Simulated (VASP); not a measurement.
Write the native input for VASP 6.6.1 that does the following.

| Quantity | Value |
| --- | --- |
| Task | single point |
| Functional | PBE |
| Potentials or basis | VASP PAW PBE potentials, release 64 (Ba_sv, Ti_sv, O) |
| Cutoff | 520 eV |
| k mesh | 8 × 8 × 8 |
| Occupations | gaussian, width 0.05 eV |
| Spin | no spin polarisation |
| Dipole correction | no |
| Further INCAR settings | ALGO = Normal; EDIFF = 1e-06; NBANDS = 28 |

The structure of BaTiO3 lies in POSCAR:

```
BaTiO3
1.0
    4.0192318613      0.0000000000      0.0000000000
    0.0000000000      4.0192318613      0.0000000000
    0.0000000000      0.0000000000      4.0192813205
Ba Ti O
1 1 3
Direct
    0.0000000000      0.0000000000      0.0000000000
    0.4917148348      0.5000000000      0.5000000000
    0.5000000000      0.5000000000      0.0000000000
    0.5000000000      0.0000000000      0.5000000000
    0.0000000000      0.5000000000      0.5000000000
```

This cell differs from its parent crystal: atom 2 (Ti) moved -0.033 Å along Cartesian [1 0 0].

The input as run:

INCAR

```
SYSTEM = BaTiO3
ALGO = Normal
EDIFF = 1E-6
ENCUT = 520
GGA = PE
ISIF = 2
ISMEAR = 0
LASPH = .TRUE.
LCHARG = .FALSE.
LREAL = .FALSE.
LWAVE = .FALSE.
NBANDS = 28
NELM = 80
PREC = Accurate
SIGMA = 0.05
```

KPOINTS

```
k-points
0
G
  8 8 8
  0 0 0
```

Potentials or basis: VASP PAW PBE potentials, release 64 (Ba_sv, Ti_sv, O).

Launch:

```bash
$ cat potpaw_PBE.64/Ba_sv/POTCAR potpaw_PBE.64/Ti_sv/POTCAR potpaw_PBE.64/O/POTCAR > POTCAR
$ mpirun -np 1 vasp_std > vasp.out
```

It gave:

| Property | Result |
| --- | --- |
| Pressure | 1.8 GPa |
| Largest force | 0.187 eV/Å |
| Band gap on the k mesh | 1.72 eV (least direct gap 1.89 eV) |

Caveat: the cell differs from its parent crystal (atom 2 (Ti) moved -0.033 Å along Cartesian [1 0 0]); spin-orbit coupling is left out, which moves the levels of the heavy elements.

Run time: 91 s on 1 thread of AMD EPYC 9R45 96-Core Processor (Zen 5) (shared host), peak memory 0.31 GiB.
